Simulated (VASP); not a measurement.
# HfN (NiAs type) (P6_3/mmc) in VASP: a series of runs

Runs on HfN (NiAs type). Level: PBE. Tasks: single point.

Everything below comes from runs of VASP 6.6.1. Logs are shortened: lines on timing, memory, paths and dates and some standing lists are left out, and cuts for length are marked.

**1. The cell of the first run**

It takes space group P6_3/mmc (No. 194, hexagonal). The conventional cell has a = 3.158 Å, b = 3.158 Å, c = 5.668 Å, α = 90.00°, β = 90.00°, γ = 120.00°. Hf (site symmetry -3m) has 6 N at 2.31 Å and 2 Hf at 2.83 Å within 3.1 Å. Within 3.1 Å of N (site symmetry -6m2) lie 6 Hf at 2.31 Å.

**2. Single point, PBE**

Contents of INCAR:

```
PREC = Accurate ; ENCUT = 520
EDIFF = 1E-6 ; ISMEAR = -1
SIGMA = 0.05 ; LREAL = F
LASPH = T ; NELM = 60
ALGO = Normal ; ISIF = 2
LWAVE = F ; LCHARG = F
GGA = PE ; NBANDS = 23
```

Contents of KPOINTS:

```
Automatic mesh
0
Gamma
  10 10 6
```

Contents of POSCAR:

```
HfN
1.0
    3.1580519915      0.0000000000      0.0000000000
   -1.5790259957      2.7349532511      0.0000000000
    0.0000000000      0.0000000000      5.6681879018
Hf N
2 2
Direct
    0.0000000000      0.0000000000      0.0000000000
    0.0000000000      0.0000000000      0.5000000000
    0.3333333333      0.6666666667      0.2500000000
    0.6666666667      0.3333333333      0.7500000000
```

Potentials or basis: VASP PAW PBE potentials, release 64 (Hf_pv, N).

Run with:

```bash
$ cat potpaw_PBE.64/Hf_pv/POTCAR potpaw_PBE.64/N/POTCAR > POTCAR
$ mpirun -np 1 vasp_std > vasp.out
```

OUTCAR:

```text
PREC = Accurate
   ENCUT = 520
   EDIFF = 1E-6
   ISMEAR = -1
   LREAL = F
   LASPH = T
   NELM = 60
   ISIF = 2
   GGA = PE

 ion  position               nearest neighbor table
   1  0.000  0.000  0.000-   3 2.31   4 2.31   3 2.31   4 2.31   4 2.31   3 2.31   2 2.83   2 2.83

   2  0.000  0.000  0.500-   3 2.31   4 2.31   3 2.31   4 2.31   4 2.31   3 2.31   1 2.83   1 2.83

   3  0.333  0.667  0.250-   1 2.31   2 2.31   1 2.31   2 2.31   1 2.31   2 2.31
   4  0.667  0.333  0.750-   1 2.31   2 2.31   1 2.31   2 2.31   1 2.31   2 2.31

  LATTYP: Found a hexagonal cell.
 ALAT       =     3.1580519915
 C/A-ratio  =     1.7948367909

  Lattice vectors:

 A1 = (   3.1580519915,   0.0000000000,   0.0000000000)
 A2 = (  -1.5790259957,   2.7349532511,   0.0000000000)
 A3 = (   0.0000000000,   0.0000000000,   5.6681879018)

Analysis of symmetry for initial positions (statically):
=====================================================================
 Subroutine PRICEL returns:
 Original cell was already a primitive cell.

 Routine SETGRP: Setting up the symmetry group for a
 hexagonal supercell.

 Subroutine GETGRP returns: Found 24 space group operations
 (whereof 12 operations were pure point group operations)
 out of a pool of 24 trial point group operations.

The static configuration has the point symmetry D_3d.
 The point group associated with its full space group is D_6h.

Analysis of symmetry for dynamics (positions and initial velocities):
=====================================================================
 Subroutine PRICEL returns:
 Original cell was already a primitive cell.

 Routine SETGRP: Setting up the symmetry group for a
 hexagonal supercell.

 Subroutine GETGRP returns: Found 24 space group operations
 (whereof 12 operations were pure point group operations)
 out of a pool of 24 trial point group operations.

The dynamic configuration has the point symmetry D_3d.
 The point group associated with its full space group is D_6h.

 Subroutine INISYM returns: Found 24 space group operations
 (whereof 12 operations are pure point group operations),
 and found     1 'primitive' translations

----------------------------------------------------------------------------------------

                                     Primitive cell

  volume of cell :      48.9568

  direct lattice vectors                    reciprocal lattice vectors
     3.158051991  0.000000000  0.000000000     0.316650898  0.182818481  0.000000000
    -1.579025996  2.734953251  0.000000000     0.000000000  0.365636963  0.000000000
     0.000000000  0.000000000  5.668187902     0.000000000  0.000000000  0.176423227

  length of vectors
     3.158051991  3.158051991  5.668187902     0.365636963  0.365636963  0.176423227

  position of ions in fractional coordinates (direct lattice)
     0.000000000  0.000000000  0.000000000
     0.000000000  0.000000000  0.500000000
     0.333333333  0.666666667  0.250000000
     0.666666667  0.333333333  0.750000000

  ion indices of the primitive-cell ions
   primitive index   ion index
                 1           1
                 2           2
                 3           3
                 4           4

----------------------------------------------------------------------------------------

 KPOINTS: Automatic mesh

Automatic generation of k-mesh.
 Grid dimensions read from file:
 generate k-points for:   10   10    6

 Generating k-lattice:

  Cartesian coordinates                     Fractional coordinates (reciprocal lattice)
     0.031665090  0.018281848  0.000000000     0.100000000  0.000000000  0.000000000
     0.000000000  0.036563696  0.000000000     0.000000000  0.100000000  0.000000000
     0.000000000  0.000000000  0.029403871     0.000000000  0.000000000  0.166666667

  Length of vectors
     0.036563696  0.036563696  0.029403871

  Shift w.r.t. Gamma in fractional coordinates (k-lattice)
     0.000000000  0.000000000  0.000000000

 Subroutine IBZKPT returns following result:
 ===========================================

 Found     56 irreducible k-points:

 Following reciprocal coordinates:
            Coordinates               Weight
  0.000000  0.000000  0.000000      1.000000
  0.100000 -0.000000  0.000000      6.000000
  0.200000 -0.000000  0.000000      6.000000
  0.300000  0.000000  0.000000      6.000000
  0.400000 -0.000000  0.000000      6.000000
  0.500000  0.000000  0.000000      3.000000
[... 16 lines left out ...]
  0.300000  0.100000  0.166667     24.000000
  0.400000  0.100000  0.166667     24.000000
 [... further k-points ...]
   k-points           NKPTS =     56   k-points in BZ     NKDIM =     56   number of bands    NBANDS=     23
   number of dos      NEDOS =    301   number of ions     NIONS =      4
   total plane-waves  NPLWV =  24192
   dimension x,y,z NGX =    24 NGY =   24 NGZ =   42
   dimension x,y,z NGXF=    48 NGYF=   48 NGZF=   84
   ions per type =               2   2
   NGX,Y,Z   is equivalent  to a cutoff of  12.63, 12.63, 12.32 a.u.
   NGXF,Y,Z  is equivalent  to a cutoff of  25.27, 25.27, 24.64 a.u.
 SYSTEM =  unknown system
   PREC   = accura    normal or accurate (medium, high low for compatibility)
   ISTART =      0    job   : 0-new  1-cont  2-samecut
   ICHARG =      2    charge: 1-file 2-atom 10-const
   ISPIN  =      1    spin polarized calculation?
   LNONCOLLINEAR =      F non collinear calculations
   LSORBIT =      F    spin-orbit coupling
   LASPH  =      T    aspherical Exc in radial PAW
   ENCUT  =  520.0 eV  38.22 Ry    6.18 a.u.   5.87  5.87 10.54*2*pi/ulx,y,z
   NELM   =     60;   NELMIN=  2; NELMDL= -5     # of ELM steps
   EDIFF  = 0.1E-05   stopping-criterion for ELM
   LREAL  =      F    real-space projection
   EDIFFG = 0.1E-04   stopping-criterion for IOM
   NSW    =      0    number of steps for IOM
   IBRION =     -1    ionic relax: 0-MD 1-quasi-New 2-CG
   NFREE  =      0    steps in history (QN), initial steepest desc. (CG)
   ISIF   =      2    stress and relaxation
   ISYM   =      2    0-nonsym 1-usesym 2-fastsym
   POTIM  = 0.5000    time-step for ionic-motion
   TEBEG  =    0.0;   TEEND  =   0.0 temperature during run
   PSTRESS=    0.0 pullay stress
   NELECT =      30.0000    total number of electrons
   NUPDOWN=      -1.0000    fix difference up-down
   EMIN   =  10.00;   EMAX   =-10.00  energy-range for DOS
   EFERMI =   0.00;   METHOD = LEGACY
   ISMEAR =    -1;   SIGMA  =   0.05  broadening in eV -4-tet -1-fermi 0-gaus
   EFERMI_NEDOS =   21; number of points for ismear=-14 and -15
   IALGO  =     38    algorithm
   IMIX   =      4    mixing-type and parameters
     AMIX     =   0.40;   BMIX     =  1.00
     AMIX_MAG =   1.60;   BMIX_MAG =  1.00
  volume/ion in A,a.u.               =      12.24        82.59
  Fermi-wavevector in a.u.,A,eV,Ry     =   1.390521  2.627703 26.307513  1.933548
  Thomas-Fermi vector in A             =   2.514448
   LORBIT       =      0    0 simple, 1 ext, 2 COOP (PROOUT), +10 PAW based schemes
   GGA     = PE    functional components
   LHFCALC =     F    Hartree Fock is set to
   AEXX    =    0.0000 exact exchange contribution
   IVDW    =     0    specifies the selected vdW correction
   LEPSILON=     F    determine dielectric tensor
   LRPA    =     F    only Hartree local field effects (RPA)
 non-spin polarized calculation
  energy-cutoff  :      520.00
  volume of cell :       48.96
 maximum number of plane-waves:      1338
 NGX is ok and might be reduce to    24
   NGX = 11   NGY = 11   NGZ = 21

 number of electron      30.0000003 magnetization

 Free energy of the ion-electron system (eV)
  ---------------------------------------------------
  ext. energy  EPLUGINS =         0.00000000
  ---------------------------------------------------
  free energy    TOTEN  =       -42.10210089 eV

  energy without entropy =      -42.08956887  energy(sigma->0) =      -42.09583488

 E-fermi :   7.4946     XC(G=0): -12.3627

 val. band max:        7.4380279304   @ k =   0.4000  -0.0000   0.3333
 cond. band min:       7.5139071005   @ k =   0.2000   0.2000   0.5000
 fundamental gap:      0.0758791701
 Fermi energy:         7.4946056443

 k-point     1 :       0.0000    0.0000    0.0000
  band No.  band energies     occupation
      1     -24.4848      2.00000
      2     -23.5940      2.00000
      3     -23.5940      2.00000
      4     -23.4620      2.00000
      5     -23.4620      2.00000
      6     -23.1693      2.00000
[... 15 lines left out ...]
     22      12.4873      0.00000
     23      12.8373      0.00000

 k-point     2 :       0.1000   -0.0000    0.0000
  band No.  band energies     occupation
      1     -24.4645      2.00000
      2     -23.6746      2.00000
      3     -23.6108      2.00000
      4     -23.5294      2.00000
      5     -23.4767      2.00000
      6     -23.1604      2.00000
[... 15 lines left out ...]
     22      12.7554      0.00000
     23      12.8885      0.00000

 k-point     3 :       0.2000   -0.0000    0.0000
  band No.  band energies     occupation
      1     -24.4109      2.00000
      2     -23.8792      2.00000
      3     -23.7021      2.00000
      4     -23.6544      2.00000
      5     -23.5150      2.00000
      6     -23.1370      2.00000
[... 15 lines left out ...]
     22      12.5515      0.00000
     23      13.5381      0.00000

 k-point     4 :       0.3000    0.0000    0.0000
  band No.  band energies     occupation
      1     -24.3445      2.00000
      2     -24.1197      2.00000
      3     -23.9088      2.00000
      4     -23.7078      2.00000
      5     -23.5619      2.00000
      6     -23.1080      2.00000
[... 15 lines left out ...]
     22      12.5350      0.00000
     23      14.0576      0.00000

 k-point     5 :       0.4000   -0.0000    0.0000
  band No.  band energies     occupation
      1     -24.3239      2.00000
      2     -24.2721      2.00000
      3     -24.0708      2.00000
      4     -23.7505      2.00000
      5     -23.5995      2.00000
      6     -23.0843      2.00000
[... 15 lines left out ...]
     22      13.4828      0.00000
     23      14.1772      0.00000

 k-point     6 :       0.5000    0.0000    0.0000
  band No.  band energies     occupation
      1     -24.3839      2.00000
      2     -24.2605      2.00000
      3     -24.1315      2.00000
      4     -23.7667      2.00000
      5     -23.6137      2.00000
      6     -23.0752      2.00000
[... 15 lines left out ...]
     22      13.1686      0.00000
     23      14.5653      0.00000

 k-point     7 :       0.1000    0.1000    0.0000
  band No.  band energies     occupation
      1     -24.4275      2.00000
      2     -23.8112      2.00000
      3     -23.6470      2.00000
      4     -23.6444      2.00000
      5     -23.5083      2.00000
      6     -23.1443      2.00000
[... 353 lines left out ...]
     22      13.0613      0.00000
     23      14.1248      0.00000

 k-point    21 :       0.1000    0.1000    0.1667
  band No.  band energies     occupation
      1     -24.3496      2.00000
      2     -23.8009      2.00000
      3     -23.6553      2.00000
      4     -23.6378      2.00000
      5     -23.5177      2.00000
      6     -23.2385      2.00000
[... 15 lines left out ...]
     22      12.6270      0.00000
     23      13.2652      0.00000

 k-point    22 :       0.2000    0.1000    0.1667
  band No.  band energies     occupation
      1     -24.2913      2.00000
      2     -24.0070      2.00000
      3     -23.8345      2.00000
      4     -23.7002      2.00000
      5     -23.5731      2.00000
      6     -23.2092      2.00000
[... 15 lines left out ...]
     22      12.9953      0.00000
     23      13.3625      0.00000

 k-point    23 :       0.3000    0.1000    0.1667
  band No.  band energies     occupation
      1     -24.2392      2.00000
      2     -24.1966      2.00000
      3     -24.0079      2.00000
      4     -23.7627      2.00000
      5     -23.6284      2.00000
      6     -23.1800      2.00000
[... 15 lines left out ...]
     22      13.4250      0.00000
     23      13.7621      0.00000

 k-point    24 :       0.4000    0.1000    0.1667
  band No.  band energies     occupation
      1     -24.3258      2.00000
      2     -24.1897      2.00000
      3     -24.1132      2.00000
      4     -23.8012      2.00000
      5     -23.6624      2.00000
      6     -23.1620      2.00000
[... 15 lines left out ...]
     22      13.7181      0.00000
     23      13.8782      0.00000

 [... further k-points ...]

------------------------ aborting loop because EDIFF is reached ----------------------------------------

  FORCE on cell =-STRESS in cart. coord.  units (eV):
  Direction    XX          YY          ZZ          XY          YZ          ZX
  --------------------------------------------------------------------------------------
  -------------------------------------------------------------------------------------
  Total       -0.5409530     -0.5409530     -0.8102568     -0.0000000      0.0000000      0.0000000
  in kB      -17.7034013    -17.7034013    -26.5167235     -0.0000000      0.0000000      0.0000000
  external PRESSURE =     -20.6411753 kB  Pullay stress =       0.0000000 kB

 VOLUME and BASIS-vectors are now :
 -----------------------------------------------------------------------------
  energy-cutoff  :      520.00
  volume of cell :       48.96
      direct lattice vectors                 reciprocal lattice vectors
     3.158051991  0.000000000  0.000000000     0.316650898  0.182818481  0.000000000
    -1.579025996  2.734953251  0.000000000     0.000000000  0.365636963  0.000000000
     0.000000000  0.000000000  5.668187902     0.000000000  0.000000000  0.176423227

 POSITION                                       TOTAL-FORCE (eV/Angst)
 -----------------------------------------------------------------------------------
      0.00000      0.00000      0.00000        -0.000000      0.000000      0.000000
      0.00000      0.00000      2.83409        -0.000000      0.000000      0.000000
     -0.00000      1.82330      1.41705         0.000000     -0.000000     -0.000000
      1.57903      0.91165      4.25114        -0.000000      0.000000      0.000000
 -----------------------------------------------------------------------------------
    total drift:                               -0.000000      0.000000      0.000000

  FREE ENERGIE OF THE ION-ELECTRON SYSTEM (eV)
  ---------------------------------------------------
  free  energy   TOTEN  =       -42.1021008875 eV

  energy  without entropy=      -42.0895688698  energy(sigma->0) =      -42.09583488
```

It took 64 s on 1 thread of Intel Xeon 8259CL, shared host; peak memory 0.2 GiB.

Results:

```yaml
Free_energy: -42.1021 eV
Pressure: -2.1 GPa
Band_gap_on_the_k_mesh: zero (band 15 reaches 8.31 eV, above the bottom of band 16 at 6.80 eV)
```

Stress tensor (GPa, compression positive):
```
-1.77  0.00  0.00
 0.00 -1.77  0.00
 0.00  0.00 -2.65
```

Caveat: spin-orbit coupling is left out, which moves the levels of the heavy elements.

**3. Single point, PBE**

Contents of INCAR:

```
SYSTEM = HfN
PREC     = Accurate       ! precision mode
ENCUT    = 520            ! plane-wave cutoff, eV
EDIFF    = 1E-7           ! SCF threshold, eV
ISMEAR   = -1             ! smearing method
SIGMA    = 0.05           ! smearing width, eV
LREAL    = .False.        ! projectors in reciprocal space
LASPH    = .True.         ! aspherical terms in the spheres
NELM     = 60             ! most SCF steps
ALGO     = Normal         ! electronic algorithm
ISIF     = 2              ! what is computed and relaxed
LWAVE    = .False.        ! write WAVECAR
LCHARG   = .False.        ! write CHGCAR
GGA      = PE             ! functional
NBANDS   = 23             ! bands
```

Contents of KPOINTS:

```
Automatic mesh
0
Gamma
  10 10 6
  0 0 0
```

POSCAR is that of step 2.

Potentials or basis: VASP PAW PBE potentials, release 64 (Hf_pv, N).

Run with:

```bash
$ cat potpaw_PBE.64/Hf_pv/POTCAR potpaw_PBE.64/N/POTCAR > POTCAR
$ mpirun -np 1 vasp_std > vasp.out
```

It took 66 s on 1 thread of Intel Xeon 8259CL, shared host; peak memory 0.2 GiB.

The run converged. Its results:

```yaml
Free_energy: -42.1021 eV
Pressure: -2.1 GPa
Band_gap_on_the_k_mesh: zero (band 15 reaches 8.31 eV, above the bottom of band 16 at 6.80 eV)
```

Stress tensor (GPa, compression positive):
```
-1.77  0.00  0.00
 0.00 -1.77  0.00
 0.00  0.00 -2.65
```

Levels at points of the mesh, in eV from the Fermi level:
| k point | band 12 | band 13 | band 14 | band 15 | band 16 | band 17 | band 18 | band 19 |
| --- | --- | --- | --- | --- | --- | --- | --- | --- |
| (0.00, 0.00, 0.00) | -2.91 | -2.81 | -2.33 | -2.33 | 0.84 | 0.84 | 0.84 | 0.84 |
| (0.50, 0.00, 0.00) | -4.66 | -3.93 | -2.98 | -2.65 | 0.13 | 3.70 | 4.47 | 4.56 |
| (0.00, 0.00, 0.50) | -4.01 | -4.01 | -4.01 | 0.76 | 0.76 | 1.74 | 1.74 | 1.74 |
| (0.50, 0.00, 0.50) | -4.88 | -4.26 | -4.26 | -0.68 | -0.68 | 4.19 | 4.19 | 4.99 |

Caveat: spin-orbit coupling is left out, which moves the levels of the heavy elements.
